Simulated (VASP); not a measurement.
The system is TaN.

```
Ta N
1.0
     2.93994    0.00000    0.00000
    -1.46997    2.54607    0.00000
     0.00000    0.00000    2.89018
Ta N
1 1
Direct
  0.00000 0.00000 0.50000
  0.66667 0.33333 0.00000
```

Base run:

```yaml
Program: VASP 6.6.1
Functional: r2SCAN
Potentials_or_basis: VASP PAW PBE potentials, release 64 (Ta_pv, N)
Cutoff: 520 eV
k_mesh: 9 × 9 × 8
Occupations: fermi-dirac, width 0.1 eV
Spin: no spin polarisation
```

Its results: band gap on the k mesh zero (band 8 reaches 8.28 eV, above the bottom of band 9 at 8.09 eV); pressure 0.0 GPa.

**Question.** The run is repeated on the same cell with these changes: functional from r2SCAN to PBE. What comes out?

**Answer.** Band gap on the k mesh zero (band 8 reaches 8.34 eV, above the bottom of band 9 at 8.13 eV); pressure 4.0 GPa.

Caveats: spin-orbit coupling is left out, which moves the levels of the heavy elements; the PAW data sets were made with another functional, which shifts forces and pressure a little (some runs).
